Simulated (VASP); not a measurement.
Wanted: the native input for a VASP 6.6.1 run.

```yaml
Task: single point
Functional: PBEsol
Potentials_or_basis: VASP PAW PBE potentials, release 64 (Bi_d, Te)
Cutoff: 520 eV
k_mesh: 14 × 14 × 14
Occupations: methfessel-paxton, width 0.1 eV
Spin: no spin polarisation
Dipole_correction: no
Further_INCAR_settings: ALGO = Normal; EDIFF = 1e-06; NBANDS = 18
```

The structure of BiTe lies in POSCAR:

```
BiTe
1.0
    0.0000000000      3.1703000000      3.2350000000
    3.1703000000      0.0000000000      3.2350000000
    3.1703000000      3.1703000000      0.0000000000
Bi Te
1 1
Direct
    0.0000000000      0.0000000000      0.0000000000
    0.5000000000      0.5000000000      0.5000000000
```

This cell differs from its parent crystal: strain -0.0200 x Voigt [1, 1, 0, 0, 0, 0].

One way to write it, as run:

INCAR

```
SYSTEM = BiTe
ALGO     = Normal         ! electronic algorithm
EDIFF    = 1E-6           ! SCF threshold, eV
ENCUT    = 520            ! plane-wave cutoff, eV
GGA      = PS             ! functional
ISIF     = 2              ! what is computed and relaxed
ISMEAR   = 1              ! smearing method
LASPH    = .True.         ! aspherical terms in the spheres
LCHARG   = .False.        ! write CHGCAR
LREAL    = .False.        ! projectors in reciprocal space
LWAVE    = .False.        ! write WAVECAR
NBANDS   = 18             ! bands
NELM     = 60             ! most SCF steps
PREC     = Accurate       ! precision mode
SIGMA    = 0.1            ! smearing width, eV
```

KPOINTS

```
k-points
0
Gamma
  14 14 14
  0 0 0
```

Potentials or basis: VASP PAW PBE potentials, release 64 (Bi_d, Te).

Command:

```sh
$ cat potpaw_PBE.64/Bi_d/POTCAR potpaw_PBE.64/Te/POTCAR > POTCAR
$ mpirun -np 1 vasp_std > vasp.out
```

Results of the run:

The pressure is 0.3 GPa.

Caveat: the cell differs from its parent crystal (strain -0.0200 x Voigt [1, 1, 0, 0, 0, 0]); the PAW data sets were made with another functional, which shifts forces and pressure a little.

Wall time 3.3 min on 1 thread of Intel(R) Xeon(R) Platinum 8488C (Sapphire Rapids), on a shared host, peak memory 0.42 GiB.
